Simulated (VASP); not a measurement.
A run of VASP 6.6.1:

Contents of INCAR:

```
PREC     = Accurate       # precision mode
ENCUT    = 520            # plane-wave cutoff, eV
EDIFF    = 1E-6           # SCF threshold, eV
ISMEAR   = 0              # smearing method
SIGMA    = 0.02           # smearing width, eV
LREAL    = False          # projectors in reciprocal space
LASPH    = True           # aspherical terms in the spheres
NELM     = 80             # most SCF steps
ALGO     = Normal         # electronic algorithm
ISIF     = 2              # what is computed and relaxed
LWAVE    = False          # write WAVECAR
LCHARG   = False          # write CHGCAR
GGA      = PE             # functional
NBANDS   = 66             # bands
```

The input KPOINTS:

```
regular mesh
0
Gamma
  6 6 2
```

The input POSCAR:

```
Cd5HgS6
1.0
    4.2048339239      0.0000000000      0.0000000000
   -2.1024169620      3.6414929968      0.0000000000
    0.0000000000      0.0000000000     20.5213333981
Cd Hg S
5 1 6
Direct
    0.3333333333      0.6666666667      0.9990766793
    0.3333333333      0.6666666667      0.6668307461
    0.6666666667      0.3333333333      0.1650827841
    0.6666666667      0.3333333333      0.5006041234
    0.6666666667      0.3333333333      0.8329474809
    0.3333333333      0.6666666667      0.3337159822
    0.3333333333      0.6666666667      0.1244373795
    0.3333333333      0.6666666667      0.4601560931
    0.3333333333      0.6666666667      0.7922038719
    0.6666666667      0.3333333333      0.2905875253
    0.6666666667      0.3333333333      0.6260527813
    0.6666666667      0.3333333333      0.9583045530
```

Potentials or basis: VASP PAW PBE potentials, release 64 (Cd, Hg, S).

Command:

```console
$ cat potpaw_PBE.64/Cd/POTCAR potpaw_PBE.64/Hg/POTCAR potpaw_PBE.64/S/POTCAR > POTCAR
$ mpirun -np 1 vasp_std > vasp.out
```

Hardware: 1 thread of Intel Xeon 8259CL, with other jobs on the host.

How long does it take, and how much memory?

It took 8.6 min on 1 thread of Intel Xeon 8259CL (shared host), peak memory 0.57 GiB. Counts: scf iterations 16, k points 14.
